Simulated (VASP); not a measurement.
# CdS (Hawleyite) (F-43m) in VASP: a series of runs, part 2 of 2

VASP 6.6.1. Earlier steps stand in the parts before.

**4. Single point, LDA**

This run uses another cell than the first one, of 20.43 Å³/atom, 0.857 times its volume.

INCAR reads:

```
SYSTEM = CdS
PREC = Accurate ; ENCUT = 520
EDIFF = 1E-7 ; ISMEAR = 0
SIGMA = 0.01 ; LREAL = .False.
LASPH = .True. ; NELM = 80
ALGO = Normal ; ISIF = 2
LWAVE = .False. ; LCHARG = .False.
GGA = CA ; NBANDS = 16
```

KPOINTS reads:

```
regular mesh
0
Gamma
  8 8 8
  0 0 0
```

POSCAR reads:

```
CdS
1.0
    2.7337494014      2.7337494014      0.0000000000
   -2.7337494014      2.7337494014      0.0000000000
    0.0000000000      2.7337494014      2.7337494014
Cd S
1 1
Direct
    0.0000000000      0.0000000000      0.0000000000
    0.7500000000      0.2500000000      0.5000000000
```

Potentials or basis: VASP PAW LDA potentials, release 64 (Cd, S).

Started as:

```bash
$ cat potpaw_LDA.64/Cd/POTCAR potpaw_LDA.64/S/POTCAR > POTCAR
$ mpirun -np 1 vasp_std > vasp.out
```

OUTCAR:

```text
SYSTEM = CdS
   PREC = Accurate
   ENCUT = 520
   EDIFF = 1E-7
   ISMEAR = 0
   LREAL = .False.
   LASPH = .True.
   NELM = 80
   ISIF = 2
   GGA = CA

 ion  position               nearest neighbor table
   1  0.000  0.000  0.000-   2 2.37   2 2.37   2 2.37   2 2.37
   2  0.750  0.250  0.500-   1 2.37   1 2.37   1 2.37   1 2.37

  LATTYP: Found a face centered cubic cell.
 ALAT       =     5.4674988028

  Lattice vectors:

 A1 = (   0.0000000000,   2.7337494014,   2.7337494014)
 A2 = (   2.7337494014,   0.0000000000,   2.7337494014)
 A3 = (   2.7337494014,   2.7337494014,   0.0000000000)

Analysis of symmetry for initial positions (statically):
=====================================================================
 Subroutine PRICEL returns:
 Original cell was already a primitive cell.

 Routine SETGRP: Setting up the symmetry group for a
 face centered cubic supercell.

 Subroutine GETGRP returns: Found 24 space group operations
 (whereof 24 operations were pure point group operations)
 out of a pool of 48 trial point group operations.

[... 157 lines left out ...]
  ext. energy  EPLUGINS =         0.00000000
  ---------------------------------------------------
  free energy    TOTEN  =        -7.09574761 eV

  energy without entropy =       -7.09574761  energy(sigma->0) =       -7.09574761

 E-fermi :   3.1296     XC(G=0): -10.4978

 val. band max:        3.0727894082   @ k =   0.0000   0.0000   0.0000
 cond. band min:       4.3579123541   @ k =   0.0000   0.0000   0.0000
 fundamental gap:      1.2851229458
 Fermi energy:         3.1295833664

 k-point     1 :       0.0000    0.0000    0.0000
  band No.  band energies     occupation
      1     -10.7114      2.00000
      2      -5.6999      2.00000
      3      -5.6999      2.00000
      4      -5.6999      2.00000
      5      -4.9023      2.00000
      6      -4.9023      2.00000
[... 433 lines left out ...]
      3      -5.3776      2.00000
      4      -4.9691      2.00000
      5      -4.8608      2.00000
      6      -4.1213      2.00000
[... 8 lines left out ...]
     15      15.6297      0.00000
     16      16.7877      0.00000

 [... further k-points ...]
[... 5 lines left out ...]
  --------------------------------------------------------------------------------------
  -------------------------------------------------------------------------------------
  Total        4.0923726      4.0923726      4.0923726      0.0000000      0.0000000      0.0000000
  in kB      160.4647531    160.4647531    160.4647531      0.0000000      0.0000000      0.0000000
  external PRESSURE =     160.4647531 kB  Pullay stress =       0.0000000 kB

 VOLUME and BASIS-vectors are now :
 -----------------------------------------------------------------------------
  energy-cutoff  :      520.00
  volume of cell :       40.86
      direct lattice vectors                 reciprocal lattice vectors
     2.733749401  2.733749401  0.000000000     0.182898988  0.182898988 -0.182898988
    -2.733749401  2.733749401  0.000000000    -0.182898988  0.182898988 -0.182898988
     0.000000000  2.733749401  2.733749401     0.000000000  0.000000000  0.365797977

 POSITION                                       TOTAL-FORCE (eV/Angst)
 -----------------------------------------------------------------------------------
      0.00000      0.00000      0.00000         0.000000      0.000000     -0.000000
      1.36687      4.10062      1.36687        -0.000000     -0.000000      0.000000
 -----------------------------------------------------------------------------------
    total drift:                               -0.000000      0.000000     -0.000000

  FREE ENERGIE OF THE ION-ELECTRON SYSTEM (eV)
  ---------------------------------------------------
  free  energy   TOTEN  =        -7.0957476119 eV

  energy  without entropy=       -7.0957476119  energy(sigma->0) =       -7.09574761
```

Run time: 20 s. Hardware: 1 thread of Intel Xeon 8259CL, shared host; peak memory 0.16 GiB.

What came out:

| Property | Result |
| --- | --- |
| Free energy | -7.0957 eV |
| Pressure | 16.0 GPa |
| Band gap on the k mesh | 1.29 eV, direct |

**5. Single point, LDA**

This run uses another cell than the first one, of 20.43 Å³/atom, 0.857 times its volume.

INCAR reads:

```
PREC = Accurate
ENCUT = 520
EDIFF = 1E-6
ISMEAR = 0
SIGMA = 0.01
LREAL = False
LASPH = True
NELM = 80
ALGO = Normal
ISIF = 2
LWAVE = False
LCHARG = False
GGA = CA
NBANDS = 16
```

KPOINTS reads:

```
regular mesh
0
Gamma
  8 8 8
```

POSCAR is that of step 4.

Potentials or basis: VASP PAW LDA potentials, release 64 (Cd, S).

Started as:

```bash
$ cat potpaw_LDA.64/Cd/POTCAR potpaw_LDA.64/S/POTCAR > POTCAR
$ mpirun -np 1 vasp_std > vasp.out
```

OUTCAR:

```text
PREC = Accurate
   ENCUT = 520
   EDIFF = 1E-6
   ISMEAR = 0
   LREAL = False
   LASPH = True
   NELM = 80
   ISIF = 2
   GGA = CA

 ion  position               nearest neighbor table
   1  0.000  0.000  0.000-   2 2.37   2 2.37   2 2.37   2 2.37
   2  0.750  0.250  0.500-   1 2.37   1 2.37   1 2.37   1 2.37

  LATTYP: Found a face centered cubic cell.
 ALAT       =     5.4674988028

  Lattice vectors:

 A1 = (   0.0000000000,   2.7337494014,   2.7337494014)
 A2 = (   2.7337494014,   0.0000000000,   2.7337494014)
 A3 = (   2.7337494014,   2.7337494014,   0.0000000000)

Analysis of symmetry for initial positions (statically):
=====================================================================
 Subroutine PRICEL returns:
 Original cell was already a primitive cell.

 Routine SETGRP: Setting up the symmetry group for a
 face centered cubic supercell.

 Subroutine GETGRP returns: Found 24 space group operations
 (whereof 24 operations were pure point group operations)
 out of a pool of 48 trial point group operations.

The static configuration has the point symmetry T_d .

Analysis of symmetry for dynamics (positions and initial velocities):
=====================================================================
 Subroutine PRICEL returns:
 Original cell was already a primitive cell.

 Routine SETGRP: Setting up the symmetry group for a
 face centered cubic supercell.

 Subroutine GETGRP returns: Found 24 space group operations
 (whereof 24 operations were pure point group operations)
 out of a pool of 48 trial point group operations.

The dynamic configuration has the point symmetry T_d .

 Subroutine INISYM returns: Found 24 space group operations
 (whereof 24 operations are pure point group operations),
 and found     1 'primitive' translations

----------------------------------------------------------------------------------------

[... 111 lines left out ...]
     AMIX     =   0.40;   BMIX     =  1.00
     AMIX_MAG =   1.60;   BMIX_MAG =  1.00
  volume/ion in A,a.u.               =      20.43       137.87
  Fermi-wavevector in a.u.,A,eV,Ry     =   1.245653  2.353942 21.111488  1.551651
  Thomas-Fermi vector in A             =   2.379865
   LORBIT       =      0    0 simple, 1 ext, 2 COOP (PROOUT), +10 PAW based schemes
   GGA     = CA    functional components
   LHFCALC =     F    Hartree Fock is set to
   AEXX    =    0.0000 exact exchange contribution
   IVDW    =     0    specifies the selected vdW correction
   LEPSILON=     F    determine dielectric tensor
   LRPA    =     F    only Hartree local field effects (RPA)
 non-spin polarized calculation
 Gauss-broadening in eV      SIGMA  =   0.01
  energy-cutoff  :      520.00
  volume of cell :       40.86
 maximum number of plane-waves:      1124
 NGX is ok and might be reduce to    30
   NGX = 15   NGY = 15   NGZ = 15

 number of electron      18.0000004 magnetization

 Free energy of the ion-electron system (eV)
  ---------------------------------------------------
  ext. energy  EPLUGINS =         0.00000000
  ---------------------------------------------------
  free energy    TOTEN  =        -7.09574761 eV

  energy without entropy =       -7.09574761  energy(sigma->0) =       -7.09574761

 E-fermi :   3.1296     XC(G=0): -10.4978

 val. band max:        3.0727917740   @ k =   0.0000   0.0000   0.0000
 cond. band min:       4.3579143104   @ k =   0.0000   0.0000   0.0000
 fundamental gap:      1.2851225364
 Fermi energy:         3.1295855396

 k-point     1 :       0.0000    0.0000    0.0000
  band No.  band energies     occupation
      1     -10.7114      2.00000
      2      -5.6999      2.00000
      3      -5.6999      2.00000
      4      -5.6999      2.00000
      5      -4.9023      2.00000
      6      -4.9023      2.00000
[... 433 lines left out ...]
      3      -5.3776      2.00000
      4      -4.9691      2.00000
      5      -4.8608      2.00000
      6      -4.1213      2.00000
[... 8 lines left out ...]
     15      15.6297      0.00000
     16      16.7877      0.00000

 [... further k-points ...]

------------------------ aborting loop because EDIFF is reached ----------------------------------------

  FORCE on cell =-STRESS in cart. coord.  units (eV):
  Direction    XX          YY          ZZ          XY          YZ          ZX
  --------------------------------------------------------------------------------------
  -------------------------------------------------------------------------------------
  Total        4.0920802      4.0920802      4.0920802     -0.0000000      0.0000000     -0.0000000
  in kB      160.4532898    160.4532898    160.4532898     -0.0000000      0.0000000     -0.0000000
  external PRESSURE =     160.4532898 kB  Pullay stress =       0.0000000 kB

 VOLUME and BASIS-vectors are now :
 -----------------------------------------------------------------------------
  energy-cutoff  :      520.00
  volume of cell :       40.86
      direct lattice vectors                 reciprocal lattice vectors
     2.733749401  2.733749401  0.000000000     0.182898988  0.182898988 -0.182898988
    -2.733749401  2.733749401  0.000000000    -0.182898988  0.182898988 -0.182898988
     0.000000000  2.733749401  2.733749401     0.000000000  0.000000000  0.365797977

 POSITION                                       TOTAL-FORCE (eV/Angst)
 -----------------------------------------------------------------------------------
      0.00000      0.00000      0.00000         0.000000      0.000000      0.000000
      1.36687      4.10062      1.36687        -0.000000     -0.000000      0.000000
 -----------------------------------------------------------------------------------
    total drift:                               -0.000000      0.000000     -0.000000

  FREE ENERGIE OF THE ION-ELECTRON SYSTEM (eV)
  ---------------------------------------------------
  free  energy   TOTEN  =        -7.0957476104 eV

  energy  without entropy=       -7.0957476104  energy(sigma->0) =       -7.09574761
```

Run time: 20 s. Hardware: 1 thread of Intel Xeon 8259CL, shared host; peak memory 0.16 GiB.

Results:

```yaml
Free_energy: -7.0957 eV
Pressure: 16.0 GPa
Band_gap_on_the_k_mesh: 1.29 eV, direct
```

As with any semilocal functional, this LDA gap is likely too small.

**6. Summary**

```csv
task,cell,cutoff (eV),gap on the mesh (eV),pressure (GPa)
relaxation of cell and atoms,"relaxed to 10 GPa from a = 4.070 Å, angles 60.0, 60.0, 90.0°, 2 atoms",600,1.19,10.0
relaxation of cell and atoms,"relaxed to 15 GPa from a = 4.070 Å, angles 60.0, 60.0, 90.0°, 2 atoms",600,1.27,15.0
single point,"a = 3.866 Å, angles 60.0, 60.0, 90.0°, 2 atoms",520,1.29,16.0
```

Alike in all rows: level LDA; potentials or basis VASP PAW LDA potentials, release 64 (Cd, S); no spin polarisation; k mesh 8 × 8 × 8; smearing gaussian 0.01 eV.

Caveats: the cell is relaxed towards a set pressure, so the enthalpy falls and the energy may rise (some runs).

Absolute energies hang on the potentials; compare differences alone.
